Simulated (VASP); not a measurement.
# AlP (F-43m) in VASP: notebook, part 2 of 2

VASP 6.6.1. The steps go on from the part before.

### 4 Relaxation of cell and atoms, PBEsol, target pressure -3 GPa, at which the enthalpy is minimised

This run uses another cell than the first one, of 21.05 Å³/atom, 1.115 times its volume.

The input, INCAR:

```
SYSTEM = AlP
  PREC = Accurate
  ENCUT = 500
  EDIFF = 1E-7
  ISMEAR = 0
  SIGMA = 0.02
  LREAL = .FALSE.
  LASPH = .TRUE.
  NELM = 120
  ALGO = Normal
  ISIF = 3
  LWAVE = .FALSE.
  LCHARG = .FALSE.
  GGA = PS
  IBRION = 2
  NSW = 70
  EDIFFG = -0.008
  PSTRESS = -30.0
  GGA_COMPAT = .FALSE.
  NELMIN = 4
```

The input, KPOINTS:

```
Automatic mesh
0
G
  8 8 8
  0 0 0
```

The input, POSCAR:

```
AlP
1.0
    0.0000000000      2.7612542896      2.7612542896
    2.7612542896      0.0000000000      2.7612542896
    2.7612542896      2.7612542896      0.0000000000
Al P
1 1
Direct
    0.0000000000      0.0000000000      0.0000000000
    0.7500000000      0.7500000000      0.7500000000
```

Run with:

```bash
> cat potpaw_PBE.64/Al/POTCAR potpaw_PBE.64/P/POTCAR > POTCAR
> mpirun -np 1 vasp_std > vasp.out
```

Wall time 11 s (1 thread of Intel Xeon 6975P-C (Granite Rapids), shared host); peak memory 0.15 GiB.

The run converged. Its results:

* Free energy: -10.9803 eV
* Relaxed volume: 21.25 Å³/atom
* Relaxed cell: a = 3.917 Å, b = 3.917 Å, c = 3.917 Å, α = 60.00°, β = 60.00°, γ = 60.00°
* Space group after relaxing (to 0.05 Å): F-43m (No. 216)
* Energy change on relaxing (the enthalpy is what falls): +3.2 meV/atom
* Ionic steps: 3
* Pressure after relaxing: -3.0 GPa
* Band gap on the k mesh: 1.52 eV, indirect (least direct gap 2.84 eV)

Step by step:
```csv
step,energy change (eV),largest force (eV/Å),pressure (GPa),volume (Å³)
1,0.0000,0.0000,-2.30,42.11
2,0.0099,0.0000,-3.30,42.67
3,0.0065,0.0000,-3.00,42.50
```

Final structure:
```cif
data_structure
_symmetry_space_group_name_H-M 'P 1'
_symmetry_Int_Tables_number 1
_cell_length_a 3.9171
_cell_length_b 3.9171
_cell_length_c 3.9171
_cell_angle_alpha 60.000
_cell_angle_beta 60.000
_cell_angle_gamma 60.000
_cell_volume 42.50
loop_
_atom_site_label
_atom_site_type_symbol
_atom_site_fract_x
_atom_site_fract_y
_atom_site_fract_z
_atom_site_occupancy
Al1 Al 0.00000 0.00000 0.00000 1
P1 P 0.75000 0.75000 0.75000 1
```

Levels at points of the mesh, in eV from the valence-band top:
```
           k point  band 1  band 2  band 3  band 4  band 5  band 6  band 7  band 8
(0.00, 0.00, 0.00)  -11.28    0.00    0.00    0.00    2.84    4.45    4.45    4.45
(0.50, 0.00, 0.00)   -9.69   -5.39   -0.74   -0.74    2.57    4.73    4.73    7.96
(0.50, 0.50, 0.00)   -9.07   -5.20   -2.04   -2.04    1.52    2.38   10.63   10.63
```

Caveat: the cell is relaxed towards a set pressure, so the enthalpy falls and the energy may rise; the PAW data sets were made with another functional, which shifts forces and pressure a little. PBEsol gaps usually lie below the measured ones, often by a third to a half.

### 5 Single point, PBEsol, collinear spin, ferromagnetic start

This run uses another cell than the first one, of 19.81 Å³/atom, 1.050 times its volume.

The input, INCAR:

```
SYSTEM = AlP
ALGO = Normal
EDIFF = 1E-6
ENCUT = 500
GGA = PS
GGA_COMPAT = .False.
ISIF = 2
ISMEAR = 0
ISPIN = 2
LASPH = .True.
LCHARG = .False.
LORBIT = 11
LREAL = .False.
LWAVE = .False.
MAGMOM = 2 3
NBANDS = 15
NELM = 200
PREC = Accurate
SIGMA = 0.02
```

The input, KPOINTS:

```
k-points
0
Gamma
  8 8 8
  0 0 0
```

The input, POSCAR:

```
AlP
1.0
    0.0000000000      2.7059791586      2.7059791586
    2.7059791586      0.0000000000      2.7059791586
    2.7059791586      2.7059791586      0.0000000000
Al P
1 1
Direct
    0.0000000000      0.0000000000      0.0000000000
    0.7500000000      0.7500000000      0.7500000000
```

Run with:

```bash
> cat potpaw_PBE.64/Al/POTCAR potpaw_PBE.64/P/POTCAR > POTCAR
> mpirun -np 1 vasp_std > vasp.out
```

Wall time 17 s (1 thread of Intel Xeon 6975P-C (Granite Rapids), shared host); peak memory 0.17 GiB.

Results (log left out):

| Item | Value |
| --- | --- |
| Free energy | -10.9829 eV |
| Pressure | 3.0 GPa |
| Band gap on the k mesh | 1.38 eV, indirect (least direct gap 3.43 eV) |
| Net moment | 0.00 μB per cell |
| Valence electrons inside the program's atomic spheres | Al 0.79; P 2.61 |

Levels at points of the mesh, in eV from the valence-band top:
Spin up:
| k point | band 1 | band 2 | band 3 | band 4 | band 5 | band 6 | band 7 | band 8 |
| --- | --- | --- | --- | --- | --- | --- | --- | --- |
| (0.00, 0.00, 0.00) | -11.68 | 0.00 | 0.00 | 0.00 | 3.43 | 4.55 | 4.55 | 4.55 |
| (0.50, 0.00, 0.00) | -9.92 | -5.70 | -0.78 | -0.78 | 2.83 | 4.75 | 4.75 | 8.15 |
| (0.50, 0.50, 0.00) | -9.22 | -5.43 | -2.18 | -2.18 | 1.38 | 2.36 | 11.22 | 11.22 |
Spin down:
```tsv
k point	band 1	band 2	band 3	band 4	band 5	band 6	band 7	band 8	band 9
(0.00, 0.00, 0.00)	-11.68	0.00	0.00	0.00	3.43	4.55	4.55	4.55	8.83
(0.50, 0.00, 0.00)	-9.92	-5.70	-0.78	-0.78	2.83	4.75	4.75	8.15	11.60
(0.50, 0.50, 0.00)	-9.22	-5.43	-2.18	-2.18	1.39	2.36	11.22	11.22	12.19
```

Caveat: the PAW data sets were made with another functional, which shifts forces and pressure a little. A k mesh can miss the band edges.

### 6 Relaxation of cell and atoms, PBEsol, target pressure 60 GPa, at which the enthalpy is minimised

This run uses another cell than the first one, of 15.14 Å³/atom, 0.802 times its volume.

The input, INCAR:

```
  PREC = Accurate
  ENCUT = 500
  EDIFF = 1E-7
  ISMEAR = 0
  SIGMA = 0.02
  LREAL = False
  LASPH = True
  NELM = 120
  ALGO = Normal
  ISIF = 3
  LWAVE = False
  LCHARG = False
  GGA = PS
  IBRION = 2
  NSW = 70
  EDIFFG = -0.008
  PSTRESS = 600.0
  GGA_COMPAT = False
  NELMIN = 4
```

The input, KPOINTS:

```
regular mesh
0
Gamma
  10 10 10
```

The input, POSCAR:

```
AlP
1.0
    0.0000000000      2.4741308600      2.4741308600
    2.4741308600      0.0000000000      2.4741308600
    2.4741308600      2.4741308600      0.0000000000
Al P
1 1
Direct
    0.0000000000      0.0000000000      0.0000000000
    0.7500000000      0.7500000000      0.7500000000
```

Potentials or basis: VASP PAW PBE potentials, release 64 (Al, P).

Run with:

```bash
> cat potpaw_PBE.64/Al/POTCAR potpaw_PBE.64/P/POTCAR > POTCAR
> mpirun -np 1 vasp_std > vasp.out
```

It took 22 s on 1 thread of Intel Xeon 6975P-C (Granite Rapids), shared host; peak memory 0.15 GiB.

Results (log left out):

```yaml
Free_energy: -9.3091 eV
Relaxed_volume: 14.48 Å³/atom
Relaxed_cell: a = 3.447 Å, b = 3.447 Å, c = 3.447 Å, α = 60.00°, β = 60.00°, γ = 60.00°
Space_group_after_relaxing_to_0.05_Å: F-43m (No. 216)
Energy_change_on_relaxing_the_enthalpy_is_what_falls: +223.2 meV/atom
Ionic_steps: 4
Pressure_after_relaxing: 59.9 GPa
Band_gap_on_the_k_mesh: 0.54 eV, indirect (least direct gap 3.44 eV)
```

The path:
```tsv
step	energy change (eV)	largest force (eV/Å)	pressure (GPa)	volume (Å³)
1	0.0000	0.0000	47.82	30.29
2	2.1674	0.0000	104.04	25.52
3	0.4240	0.0000	59.35	29.02
4	0.4463	0.0000	59.94	28.96
```

Final structure:
```
Al P
1.0
     0.00000    2.43733    2.43733
     2.43733    0.00000    2.43733
     2.43733    2.43733    0.00000
Al P
1 1
Direct
  0.00000 0.00000 0.00000
  0.75000 0.75000 0.75000
```

Levels at points of the mesh, in eV from the valence-band top:
```tsv
k point	band 2	band 3	band 4	band 5	band 6	band 7
(0.00, 0.00, 0.00)	0.00	0.00	0.00	4.93	4.93	4.93
(0.50, 0.00, 0.00)	-7.40	-0.96	-0.96	3.99	4.66	4.66
(0.50, 0.50, 0.00)	-6.73	-2.90	-2.90	0.54	2.05	13.26
```

Caveat: the cell is relaxed towards a set pressure, so the enthalpy falls and the energy may rise; the PAW data sets were made with another functional, which shifts forces and pressure a little. A k mesh can miss the band edges.

### 7 The runs side by side

| task | spin | cell | k mesh | gap on the mesh (eV) | pressure (GPa) |
| --- | --- | --- | --- | --- | --- |
| relaxation of cell and atoms | off | relaxed to 8 GPa from a = 3.765 Å, angles 60.0°, 2 atoms | 8 × 8 × 8 | 1.29 | 8.0 |
| relaxation of cell and atoms | off | relaxed to 3 GPa from a = 3.832 Å, angles 60.0°, 2 atoms | 8 × 8 × 8 | 1.39 | 3.0 |
| relaxation of cell and atoms | off | relaxed to -3 GPa from a = 3.905 Å, angles 60.0°, 2 atoms | 8 × 8 × 8 | 1.52 | -3.0 |
| single point | collinear, ferromagnetic start | a = 3.827 Å, angles 60.0°, 2 atoms | 8 × 8 × 8 | 1.38 | 3.0 |
| relaxation of cell and atoms | off | relaxed to 60 GPa from a = 3.499 Å, angles 60.0°, 2 atoms | 10 × 10 × 10 | 0.54 | 59.9 |

Alike in all rows: level PBEsol; potentials or basis VASP PAW PBE potentials, release 64 (Al, P); cutoff (eV) 500; smearing gaussian 0.02 eV.

Caveats: the PAW data sets were made with another functional, which shifts forces and pressure a little; the cell is relaxed towards a set pressure, so the enthalpy falls and the energy may rise (some runs).

Absolute energies hang on the potentials; compare differences alone.
